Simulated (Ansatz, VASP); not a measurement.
This is a calculation of Cd for VASP 6.6.1.

INCAR

```
  ALGO = Fast
  EDIFF = 1E-7
  ENCUT = 520
  GGA = PS
  ISIF = 2
  ISMEAR = -1
  LASPH = True
  LCHARG = True
  LELF = True
  LREAL = False
  LVHAR = True
  LWAVE = False
  NBANDS = 32
  NELM = 80
  PREC = Accurate
  SIGMA = 0.05
```

The input KPOINTS:

```
k-points
0
Gamma
  10 10 3
```

The input POSCAR:

```
Cd
1.0
    3.1337705635      0.0000000000      0.0000000000
   -1.5668852817      2.7139249176      0.0000000000
    0.0000000000      0.0000000000     10.5679992398
Cd
4
Direct
    0.6666666667      0.3333333333      0.7500000000
    0.0000000000      0.0000000000      0.5000000000
    0.3333333333      0.6666666667      0.2500000000
    0.0000000000      0.0000000000      0.0000000000
```

Potentials or basis: VASP PAW PBE potentials, release 64 (Cd).

Run with:

```bash
$ cat potpaw_PBE.64/Cd/POTCAR > POTCAR
$ mpirun -np 1 vasp_std > vasp.out
```

Task: Set up the same calculation for Ansatz 0.2.0. Potentials there: all-electron LAPW, scalar-relativistic.

Result: As run (the cutoff follows the program's own potentials):

Contents of input.yaml:

```yaml
crystal:
  lattice:
    - [3.1337705635, 0.0, 0.0]
    - [-1.5668852817, 2.7139249176, 0.0]
    - [0.0, 0.0, 10.5679992398]
  atoms:
    - { symbol: Cd, position: [0.6666666667, 0.3333333333, 0.75] }
    - { symbol: Cd, position: [0.0, 0.0, 0.5] }
    - { symbol: Cd, position: [0.3333333333, 0.6666666667, 0.25] }
    - { symbol: Cd, position: [0.0, 0.0, 0.0] }
kpoints:
  mp_grid: { grid: [10, 10, 3] }
scf:
  occupations: { method: fermi_dirac, width: 0.05 }
hamiltonian:
  xc: pbesol
  pseudopotentials: { kind: all_electron, lapw: { basis_error: 0.001 } }
output:
  forces: true
  stress: true
  eigenvalues: true
```

Potentials or basis: all-electron LAPW, scalar-relativistic.

The run is started by

```bash
$ ansatz run input.yaml --threads 2 --pin off --max-ram 8192MiB --backend cpu --events-out ev --progress --plain --runs-dir out
```

Both were run:

|  | VASP | Ansatz | Ansatz less VASP |
| --- | --- | --- | --- |
| gap on the k mesh at the Fermi level (eV) | none | none | - |
| pressure (GPa) | -3.1 | -3.4 | -0.26 |

VASP's potentials were made for PBE, not for PBEsol. A gap of «none» marks a metal or a gap that the smearing closes. Ansatz ran all-electron here, and VASP with PAW potentials.
